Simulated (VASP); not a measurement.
Set up this calculation in VASP 6.6.1, as the native input.

- Task: single point
- Functional: PBEsol
- Potentials or basis: VASP PAW PBE potentials, release 64 (W_sv, S)
- Cutoff: 520 eV
- k mesh: 12 × 12 × 1
- Occupations: gaussian, width 0.02 eV
- Spin: no spin polarisation
- Dipole correction: no
- Further INCAR settings: ALGO = Normal; EDIFF = 1e-06; NBANDS = 64

The structure of WS2 lies in POSCAR:

```
WS2
1.0
    3.1461249905      0.0000000000      0.0000000000
   -1.5730624952      2.7246241652      0.0000000000
    0.0000000000      0.0000000000     31.4804227233
W S
4 8
Direct
    0.6666666667      0.3333333333      0.3992508280
    0.6666666667      0.3333333333      0.8022587534
    0.3333333333      0.6666666667      0.1977412466
    0.3333333333      0.6666666667      0.6007491720
    0.6666666667      0.3333333333      0.1479815328
    0.6666666667      0.3333333333      0.5509550937
    0.3333333333      0.6666666667      0.3494571147
    0.3333333333      0.6666666667      0.7524606399
    0.6666666667      0.3333333333      0.2475393601
    0.6666666667      0.3333333333      0.6505428853
    0.3333333333      0.6666666667      0.4490449063
    0.3333333333      0.6666666667      0.8520184672
```

This cell differs from its parent crystal: volume scaled by 0.91, then relaxed in part.

One way to write it, as run:

INCAR

```
PREC = Accurate ; ENCUT = 520
EDIFF = 1E-6 ; ISMEAR = 0
SIGMA = 0.02 ; LREAL = F
LASPH = T ; NELM = 80
ALGO = Normal ; ISIF = 2
LWAVE = F ; LCHARG = T
GGA = PS ; LELF = T
LVHAR = T ; NBANDS = 64
```

KPOINTS

```
Automatic mesh
0
Gamma
  12 12 1
```

Potentials or basis: VASP PAW PBE potentials, release 64 (W_sv, S).

Launch:

```console
$ cat potpaw_PBE.64/W_sv/POTCAR potpaw_PBE.64/S/POTCAR > POTCAR
$ mpirun -np 1 vasp_std > vasp.out
```

It gave:

* Largest force: 0.024 eV/Å
* Band gap on the k mesh: 1.25 eV, indirect (least direct gap 1.88 eV)

Caveat: the PAW data sets were made with another functional, which shifts forces and pressure a little; spin-orbit coupling is left out, which moves the levels of the heavy elements.

It took 4.4 min on 1 thread of Intel(R) Xeon(R) 6975P-C (Granite Rapids), with other jobs on the host, peak memory 0.5 GiB.
